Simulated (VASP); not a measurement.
Write the native input for VASP 6.6.1 that does the following.

```yaml
Task: single point
Functional: PBEsol
Potentials_or_basis: VASP PAW PBE potentials, release 64 (Cl, Na_pv)
Cutoff: 520 eV
k_mesh: 8 × 8 × 8
Occupations: fermi-dirac, width 0.05 eV
Spin: no spin polarisation
Dipole_correction: no
Further_INCAR_settings: ALGO = Normal; EDIFF = 1e-06; NBANDS = 14
```

The structure of NaCl lies in POSCAR:

```
NaCl
1.0
    3.2119678411      0.0000000000      0.0000000000
    0.0000000000      3.2119678411      0.0000000000
    0.0000000000      0.0000000000      3.2119678411
Cl Na
1 1
Direct
    0.5000000000      0.5000000000      0.5000000000
    0.0000000000      0.0000000000      0.0000000000
```

The input as run:

INCAR

```
SYSTEM = NaCl
ALGO = Normal
EDIFF = 1E-6
ENCUT = 520
GGA = PS
ISIF = 2
ISMEAR = -1
LASPH = .TRUE.
LCHARG = .FALSE.
LREAL = .FALSE.
LWAVE = .FALSE.
NBANDS = 14
NELM = 100
PREC = Accurate
SIGMA = 0.05
```

KPOINTS

```
k-points
0
G
  8 8 8
  0 0 0
```

Potentials or basis: VASP PAW PBE potentials, release 64 (Cl, Na_pv).

Launch:

```bash
$ cat potpaw_PBE.64/Cl/POTCAR potpaw_PBE.64/Na_pv/POTCAR > POTCAR
$ mpirun -np 1 vasp_std > vasp.out
```

Results of the run:

| Property | Result |
| --- | --- |
| Pressure | 10.1 GPa |
| Band gap on the k mesh | 4.87 eV (least direct gap 5.18 eV) |

Caveat: the cell stands under pressure; the PAW data sets were made with another functional, which shifts forces and pressure a little.

It took 3.8 s on 1 thread of Intel(R) Xeon(R) 6975P-C (Granite Rapids) (shared host), peak memory 0.13 GiB.
